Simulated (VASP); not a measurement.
# SiO2 (P4_2/mnm) in VASP: vibrations by perturbation theory with LDA

Aim: the vibrations by perturbation theory of SiO2 with LDA.

Program: VASP 6.6.1. These are calculated values, not measurements. Logs are shortened: lines on timing, memory, paths and dates and some standing lists are left out, and cuts for length are marked.

## (1) The cell of the first run

The structure is tetragonal, space group P4_2/mnm (No. 136). The conventional cell has a = 4.185 Å, b = 4.185 Å, c = 2.668 Å, α = 90.00°, β = 90.00°, γ = 90.00°. Within 2.3 Å of Si (site symmetry mmm) lie 6 O at 1.76 to 1.81 Å. O (site symmetry m2m) has 3 Si at 1.76 to 1.81 Å and 1 O at 2.29 Å within 2.3 Å.

## (2) Vibrations by perturbation theory, LDA

Contents of INCAR:

```
ALGO = Normal
EDIFF = 1E-8
ENCUT = 520
IBRION = 8
ISIF = 2
ISMEAR = 0
LASPH = True
LCHARG = False
LEPSILON = True
LREAL = False
LWAVE = False
NELM = 60
NSW = 1
PREC = Accurate
SIGMA = 0.01
```

Contents of KPOINTS:

```
k-points
0
Gamma
  6 6 8
```

Contents of POSCAR:

```
SiO2
1.0
    4.1847652139      0.0000000000      0.0000000000
    0.0000000000      4.1847652139      0.0000000000
    0.0000000000      0.0000000000      2.6684166030
Si O
2 4
Direct
    0.0000000000      0.0000000000      0.0000000000
    0.5000000000      0.5000000000      0.5000000000
    0.3063011243      0.3063011243      0.0000000000
    0.1936988757      0.8063011243      0.5000000000
    0.6936988757      0.6936988757      0.0000000000
    0.8063011243      0.1936988757      0.5000000000
```

Potentials or basis: VASP PAW LDA potentials, release 64 (Si, O).

The run is started by

```
cat potpaw_LDA.64/Si/POTCAR potpaw_LDA.64/O/POTCAR > POTCAR
mpirun -np 1 vasp_std > vasp.out
```

OUTCAR:

```text
EDIFF = 1E-8
   ENCUT = 520
   IBRION = 8
   ISIF = 2
   ISMEAR = 0
   LASPH = True
   LEPSILON = True
   LREAL = False
   NELM = 60
   NSW = 1
   PREC = Accurate

 ion  position               nearest neighbor table
   1  0.000  0.000  0.000-   4 1.76   6 1.76   4 1.76   6 1.76   5 1.81   3 1.81
   2  0.500  0.500  0.500-   3 1.76   5 1.76   3 1.76   5 1.76   4 1.81   6 1.81
   3  0.306  0.306  0.000-   2 1.76   2 1.76   1 1.81
   4  0.194  0.806  0.500-   1 1.76   1 1.76   2 1.81
   5  0.694  0.694  0.000-   2 1.76   2 1.76   1 1.81
   6  0.806  0.194  0.500-   1 1.76   1 1.76   2 1.81

  LATTYP: Found a simple tetragonal cell.
 ALAT       =     4.1847652139
 C/A-ratio  =     0.6376502543

  Lattice vectors:

 A1 = (   4.1847652139,   0.0000000000,   0.0000000000)
 A2 = (   0.0000000000,   4.1847652139,   0.0000000000)
 A3 = (   0.0000000000,   0.0000000000,   2.6684166030)

Analysis of symmetry for initial positions (statically):
=====================================================================
 Subroutine PRICEL returns:
 Original cell was already a primitive cell.

 Routine SETGRP: Setting up the symmetry group for a
 simple tetragonal supercell.

 Subroutine GETGRP returns: Found 16 space group operations
 (whereof  8 operations were pure point group operations)
 out of a pool of 16 trial point group operations.

The static configuration has the point symmetry D_2h.
 The point group associated with its full space group is D_4h.

Analysis of symmetry for dynamics (positions and initial velocities):
=====================================================================
 Subroutine PRICEL returns:
 Original cell was already a primitive cell.

 Routine SETGRP: Setting up the symmetry group for a
 simple tetragonal supercell.

 Subroutine GETGRP returns: Found 16 space group operations
 (whereof  8 operations were pure point group operations)
 out of a pool of 16 trial point group operations.

The dynamic configuration has the point symmetry D_2h.
 The point group associated with its full space group is D_4h.

 Subroutine INISYM returns: Found 16 space group operations
 (whereof  8 operations are pure point group operations),
 and found     1 'primitive' translations

----------------------------------------------------------------------------------------

                                     Primitive cell

  volume of cell :      46.7300

  direct lattice vectors                    reciprocal lattice vectors
     4.184765214  0.000000000  0.000000000     0.238962032  0.000000000  0.000000000
[... 803 lines left out ...]
  x     0.00000     0.00000     0.00000     0.00000     0.00000     0.00000
  y     0.00000     0.00000     0.00000     0.00000     0.00000     0.00000
  z     0.00000     0.00000     0.00000     0.00000     0.00000     0.00000

 PIEZOELECTRIC TENSOR (including local field effects)  for field in x, y, z        (C/m^2)
          XX          YY          ZZ          XY          YZ          ZX
  --------------------------------------------------------------------------------
  x     0.00000     0.00000     0.00000     0.00000     0.00000     0.00000
  y     0.00000     0.00000     0.00000     0.00000     0.00000     0.00000
  z     0.00000     0.00000     0.00000     0.00000     0.00000     0.00000

 BORN EFFECTIVE CHARGES (including local field effects) (in |e|, cummulative output)
 ---------------------------------------------------------------------------------
 ion    1
    1     3.79004     0.37079     0.00000
    2     0.37079     3.79004     0.00000
    3     0.00000     0.00000     4.03420
 ion    2
    1     3.79004    -0.37079     0.00000
    2    -0.37079     3.79004     0.00000
    3     0.00000     0.00000     4.03420
 ion    3
    1    -1.89502    -0.55745     0.00000
    2    -0.55745    -1.89502     0.00000
    3     0.00000     0.00000    -2.01710
 ion    4
    1    -1.89502     0.55745     0.00000
    2     0.55745    -1.89502     0.00000
    3     0.00000     0.00000    -2.01710
 ion    5
    1    -1.89502    -0.55745     0.00000
    2    -0.55745    -1.89502     0.00000
    3     0.00000     0.00000    -2.01710
 ion    6
    1    -1.89502     0.55745     0.00000
    2     0.55745    -1.89502     0.00000
    3     0.00000     0.00000    -2.01710

 INTERNAL STRAIN TENSOR FOR ION    6 for displacements in x,y,z  (eV/Angst):
          X           Y           Z          XY          YZ          ZX
  --------------------------------------------------------------------------------
  x     9.31519     4.61597     0.71004    -2.28109     0.00000     0.00000
  y    -4.61597    -9.31519    -0.71004     2.27163     0.00000     0.00000
  z     0.00000     0.00000     0.00000     0.00000    -2.76983     3.21817

 SECOND DERIVATIVES (NOT SYMMETRIZED)
 ------------------------------------
               1X          1Y          1Z          2X          2Y          2Z          3X          3Y          3Z          4X          4Y          4Z          5X          5Y          5Z          6X          6Y          6Z
  1X   -31.229600    8.697496    0.000000   14.940945   -0.012814    0.000000    0.414238    0.543584    0.000000    7.730089   -4.885925    0.000000    0.414238    0.543584    0.000000    7.730089   -4.885925    0.000000
  1Y     8.697496  -31.229600    0.000000   -0.012814   14.940945    0.000000    0.543584    0.414238    0.000000   -4.885925    7.730089    0.000000    0.543584    0.414238    0.000000   -4.885925    7.730089    0.000000
  1Z     0.000000    0.000000  -23.577977    0.000000    0.000000   -0.098342    0.000000    0.000000    1.362475    0.000000    0.000000   10.475685    0.000000    0.000000    1.362475    0.000000    0.000000   10.475685
  2X    14.940945    0.012814    0.000000  -31.229600   -8.697496    0.000000    7.730089    4.885925    0.000000    0.414238   -0.543584    0.000000    7.730089    4.885925    0.000000    0.414238   -0.543584    0.000000
  2Y     0.012814   14.940945    0.000000   -8.697496  -31.229600    0.000000    4.885925    7.730089    0.000000   -0.543584    0.414238    0.000000    4.885925    7.730089    0.000000   -0.543584    0.414238    0.000000
  2Z     0.000000    0.000000   -0.098342    0.000000    0.000000  -23.577977    0.000000    0.000000   10.475685    0.000000    0.000000    1.362475    0.000000    0.000000   10.475685    0.000000    0.000000    1.362475
  3X     0.422129    0.539002    0.000000    7.723369    4.889941    0.000000  -21.877110  -10.233621    0.000000    0.106969    0.178714    0.000000    4.635609    4.807092    0.000000    8.989034   -0.181128    0.000000
  3Y     0.539002    0.422129    0.000000    4.889941    7.723369    0.000000  -10.233621  -21.877110    0.000000   -0.181128    8.989034    0.000000    4.807092    4.635609    0.000000    0.178714    0.106969    0.000000
  3Z     0.000000    0.000000    1.349479    0.000000    0.000000   10.470832    0.000000    0.000000  -19.874590    0.000000    0.000000    4.125969    0.000000    0.000000   -0.197658    0.000000    0.000000    4.125969
  4X     7.723369   -4.889941    0.000000    0.422129   -0.539002    0.000000    0.106969   -0.178714    0.000000  -21.877110   10.233621    0.000000    8.989034    0.181128    0.000000    4.635609   -4.807092    0.000000
  4Y    -4.889941    7.723369    0.000000   -0.539002    0.422129    0.000000    0.181128    8.989034    0.000000   10.233621  -21.877110    0.000000   -0.178714    0.106969    0.000000   -4.807092    4.635609    0.000000
  4Z     0.000000    0.000000   10.470832    0.000000    0.000000    1.349479    0.000000    0.000000    4.125969    0.000000    0.000000  -19.874590    0.000000    0.000000    4.125969    0.000000    0.000000   -0.197658
  5X     0.422129    0.539002    0.000000    7.723369    4.889941    0.000000    4.635609    4.807092    0.000000    8.989034   -0.181128    0.000000  -21.877110  -10.233621    0.000000    0.106969    0.178714    0.000000
  5Y     0.539002    0.422129    0.000000    4.889941    7.723369    0.000000    4.807092    4.635609    0.000000    0.178714    0.106969    0.000000  -10.233621  -21.877110    0.000000   -0.181128    8.989034    0.000000
  5Z     0.000000    0.000000    1.349479    0.000000    0.000000   10.470832    0.000000    0.000000   -0.197658    0.000000    0.000000    4.125969    0.000000    0.000000  -19.874590    0.000000    0.000000    4.125969
  6X     7.723369   -4.889941    0.000000    0.422129   -0.539002    0.000000    8.989034    0.181128    0.000000    4.635609   -4.807092    0.000000    0.106969   -0.178714    0.000000  -21.877110   10.233621    0.000000
  6Y    -4.889941    7.723369    0.000000   -0.539002    0.422129    0.000000   -0.178714    0.106969    0.000000   -4.807092    4.635609    0.000000    0.181128    8.989034    0.000000   10.233621  -21.877110    0.000000
  6Z     0.000000    0.000000   10.470832    0.000000    0.000000    1.349479    0.000000    0.000000    4.125969    0.000000    0.000000   -0.197658    0.000000    0.000000    4.125969    0.000000    0.000000  -19.874590

 Eigenvectors and eigenvalues of the dynamical matrix
 ----------------------------------------------------

   1 f  =   27.854968 THz   175.017925 2PiTHz  929.141714 cm-1   115.198839 meV
             X         Y         Z           dx          dy          dz
      0.000000  0.000000  0.000000     0.000000   -0.000000    0.000000
      2.092383  2.092383  1.334208    -0.000000   -0.000000   -0.000000
      1.281798  1.281798  0.000000     0.353553    0.353553    0.000000
      0.810584  3.374181  1.334208     0.353553   -0.353553   -0.000000
      2.902967  2.902967  0.000000    -0.353553   -0.353553    0.000000
      3.374181  0.810584  1.334208    -0.353553    0.353553   -0.000000
[... 145 lines left out ...]
  18 f/i=    0.007401 THz     0.046499 2PiTHz    0.246854 cm-1     0.030606 meV
             X         Y         Z           dx          dy          dz
      0.000000  0.000000  0.000000     0.000000    0.000000   -0.483242
      2.092383  2.092383  1.334208     0.000000    0.000000   -0.483242
      1.281798  1.281798  0.000000     0.000000    0.000000   -0.365019
      0.810584  3.374181  1.334208     0.000000    0.000000   -0.365019
      2.902967  2.902967  0.000000     0.000000    0.000000   -0.365019
      3.374181  0.810584  1.334208     0.000000    0.000000   -0.365019

--------------------------------------------------------------------------------------------------------

 MACROSCOPIC STATIC DIELECTRIC TENSOR IONIC CONTRIBUTION
 ------------------------------------------------------
           8.043094     0.000000     0.000000
           0.000000     8.043094    -0.000000
           0.000000    -0.000000     5.326208
 ------------------------------------------------------

 ELASTIC MODULI CONTR FROM IONIC RELAXATION (kBar)
 Direction    XX          YY          ZZ          XY          YZ          ZX
 --------------------------------------------------------------------------------
 XX        -925.2139    101.4706    -41.9841      0.0000      0.0000      0.0000
 YY         101.4706   -925.2139    -41.9841     -0.0000     -0.0000     -0.0000
 ZZ         -41.9841    -41.9841     -4.2796     -0.0000     -0.0000     -0.0000
 XY           0.0000     -0.0000     -0.0000    -27.9813     -0.0000     -0.0000
 YZ           0.0000     -0.0000     -0.0000     -0.0000    -53.4715      0.0000
 ZX           0.0000     -0.0000     -0.0000     -0.0000      0.0000    -72.1831
 --------------------------------------------------------------------------------

 PIEZOELECTRIC TENSOR IONIC CONTR  for field in x, y, z        (C/m^2)
          XX          YY          ZZ          XY          YZ          ZX
  --------------------------------------------------------------------------------
  x     0.00000    -0.00000     0.00000    -0.00000    -0.00000    -0.00000
  y    -0.00000     0.00000     0.00000     0.00000     0.00000     0.00000
  z     0.00000    -0.00000    -0.00000    -0.00000    -0.00000    -0.00000
```

Wall time 5.1 min (1 thread of Intel Xeon 6975P-C (Granite Rapids), shared host); peak memory 0.44 GiB.

What came out:

* Electronic dielectric tensor (diagonal): 3.38, 3.38, 3.54
* Born charges (mean of the diagonal): Si +3.87; O -1.94 e
* Highest phonon frequency at Γ, LO-TO splitting left out: 929 cm⁻¹

Phonon frequencies in cm⁻¹ (negative: imaginary):
| q point | frequencies |
| --- | --- |
| (0.000, 0.000, 0.000) | 0 0 0 224 382 458 458 562 562 578 578 583 656 741 750 815 815 929 |

Electronic dielectric tensor:
```
3.38 0.00 0.00
0.00 3.38 0.00
0.00 0.00 3.54
```

Born effective charge tensors (e):
atom 1, Si
```
3.79 0.37 0.00
0.37 3.79 0.00
0.00 0.00 4.03
```
atom 2, Si
```
 3.79 -0.37  0.00
-0.37  3.79  0.00
 0.00  0.00  4.03
```
atom 3, O
```
-1.90 -0.56  0.00
-0.56 -1.90  0.00
 0.00  0.00 -2.02
```
atom 4, O
```
-1.90  0.56  0.00
 0.56 -1.90  0.00
 0.00  0.00 -2.02
```
atom 5, O
```
-1.90 -0.56  0.00
-0.56 -1.90  0.00
 0.00  0.00 -2.02
```
atom 6, O
```
-1.90  0.56  0.00
 0.56 -1.90  0.00
 0.00  0.00 -2.02
```

Caveat: the cell stands under pressure or tension, which shifts response properties.
